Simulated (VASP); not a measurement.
**Y: single point with PBEsol**

The system is Y.

```
Y
1.0
     3.59171    0.00000    0.00000
    -1.79585    3.11051    0.00000
     0.00000    0.00000    5.60906
Y
2
Direct
  0.66667 0.33333 0.75000
  0.33333 0.66667 0.25000
```

```json
{"Program": "VASP 6.6.1", "Task": "single point", "Functional": "PBEsol", "Potentials or basis": "VASP PAW PBE potentials, release 64 (Y_sv)", "Cutoff": "520 eV", "k mesh": "8 × 8 × 5", "Occupations": "fermi-dirac, width 0.05 eV", "Spin": "no spin polarisation", "Dipole correction": "no", "Further INCAR settings": "ALGO = Normal; EDIFF = 1e-06; NBANDS = 18"}
```

```
Pressure               : -0.1 GPa
Band gap on the k mesh : zero (band 11 reaches 4.20 eV, above the bottom of band 12 at 2.69 eV)
```

Levels at points of the mesh, in eV from the Fermi level:
```csv
k point,band 9,band 10,band 11,band 12,band 13,band 14
"(0.00, 0.00, 0.00)",-4.76,-1.92,1.10,1.79,1.79,2.15
"(0.50, 0.00, 0.00)",-1.69,-1.26,-0.86,-0.01,1.48,1.51
```

Run time: 21 s on 1 thread of Intel(R) Xeon(R) Platinum 8488C (Sapphire Rapids), on a shared host, peak memory 0.19 GiB.

Caveat: the PAW data sets were made with another functional, which shifts forces and pressure a little.
